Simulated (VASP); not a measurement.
# ZnC2: single point with PBE

The system is ZnC2.

```xyz
6
Lattice="-1.6200 1.6200 5.6326 1.6200 -1.6200 5.6326 1.6200 1.6200 -5.6326" Properties=species:S:1:pos:R:3 pbc="T T T"
Zn    0.0000    0.0000    0.0000
Zn    0.0000    1.6200    2.8163
C     0.0000    0.0000    4.6920
C     1.6200    0.0000    1.8757
C     1.6200    0.0000    3.7569
C     0.0000    0.0000    6.5733
```

| Item | Value |
| --- | --- |
| Program | VASP 6.6.1 |
| Task | single point |
| Functional | PBE |
| Potentials or basis | VASP PAW PBE potentials, release 64 (Zn, C) |
| Cutoff | 600 eV |
| k mesh | 8 × 8 × 8 |
| Occupations | gaussian, width 0.1 eV |
| Spin | no spin polarisation |
| Dipole correction | no |
| Further INCAR settings | ALGO = Normal; EDIFF = 1e-06; NBANDS = 29 |

```yaml
Pressure: -14.9 GPa
Largest_force: 0.926 eV/Å
Band_gap_on_the_k_mesh: zero (bands 20 and 21 overlap by 0.87 eV)
```

Forces in eV/Å, atoms in the order of the input:
```
Zn   0.000  0.000  0.000
Zn   0.000  0.000  0.000
C    0.000  0.000  0.926
C    0.000  0.000  0.926
C    0.000  0.000 -0.926
C    0.000  0.000 -0.926
```

Stress tensor (GPa, compression positive):
```
 -8.09   0.00   0.00
  0.00  -8.09   0.00
  0.00   0.00 -28.45
```

Levels at points of the mesh, in eV from the Fermi level:
```csv
k point,band 17,band 18,band 19,band 20,band 21,band 22,band 23,band 24
"(0.00, 0.00, 0.00)",-3.12,-3.12,-2.28,-1.69,0.36,1.19,2.19,2.19
"(0.50, 0.00, 0.00)",-4.13,-1.28,-1.04,-0.58,-0.22,1.21,3.02,3.76
"(0.50, 0.50, 0.00)",-4.09,-4.09,-3.71,-3.71,1.08,1.08,1.40,1.40
"(0.50, 0.50, 0.50)",-2.00,-2.00,-1.31,-1.31,0.72,0.72,1.53,1.53
```

Run time: 2.1 min on 1 thread of Intel(R) Xeon(R) 6975P-C (Granite Rapids), with other jobs on the host, peak memory 0.39 GiB.

Caveat: the stress differs along the axes, from -28 to -8 GPa.
